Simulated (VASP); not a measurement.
Here is a VASP 6.6.1 calculation.

The input INCAR:

```
SYSTEM = Ru
ALGO = Normal
EDIFF = 1E-6
ENCUT = 520
GGA = PE
ISIF = 2
ISMEAR = -1
ISPIN = 2
LASPH = .True.
LCHARG = .False.
LMAXMIX = 4
LORBIT = 11
LREAL = .False.
LWAVE = .False.
MAGMOM = 1
NBANDS = 17
NELM = 150
PREC = Accurate
SIGMA = 0.05
```

Contents of KPOINTS:

```
k-points
0
Gamma
  16 16 16
  0 0 0
```

The input POSCAR:

```
Ru
1.0
    0.0000000000      1.9307332038      1.9307332038
    1.9307332038      0.0000000000      1.9307332038
    1.9307332038      1.9307332038      0.0000000000
Ru
1
Direct
    0.0000000000      0.0000000000      0.0000000000
```

Potentials or basis: VASP PAW PBE potentials, release 64 (Ru_pv).

Launch:

```console
$ cat potpaw_PBE.64/Ru_pv/POTCAR > POTCAR
$ mpirun -np 1 vasp_std > vasp.out
```

(1) What does it give for the pressure?

(2) Predict the net moment.

(3) What does it give for the band gap on the k mesh?

## Answers

(1) -11.5 GPa.

(2) 0.00 μB per cell.

(3) zero (filled and empty bands overlap).

Caveat: the cell stands under tension; an empty level that is flat over the whole mesh can mark a ghost state of the potentials, or a narrow d or f band.
